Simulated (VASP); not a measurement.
Ce:

```
Ce
1.0
     0.00000    2.26493    2.26493
     2.26493    0.00000    2.26493
     2.26493    2.26493    0.00000
Ce
1
Cartesian
  0.0000 0.0000 0.0000
```

Base run:

| Quantity | Value |
| --- | --- |
| Program | VASP 6.6.1 |
| Functional | LDA |
| Potentials or basis | VASP PAW LDA potentials, release 64 (Ce) |
| Cutoff | 500 eV |
| k mesh | 12 × 12 × 12 |
| Occupations | fermi-dirac, width 0.2 eV |
| Spin | no spin polarisation |

Its results: band gap on the k mesh zero (bands 6 and 7 overlap by 0.35 eV); pressure 1.0 GPa.

Problem. The run is repeated on the same cell with these changes: occupations from fermi-dirac, width 0.2 eV to fermi-dirac, width 0.1 eV. What comes out?

Solution. Band gap on the k mesh zero (bands 6 and 7 overlap by 0.31 eV); pressure -0.9 GPa.

Caveats: spin-orbit coupling is left out, which moves the levels of the heavy elements; semilocal functionals describe open f shells poorly, which spoils levels, moments and volumes.
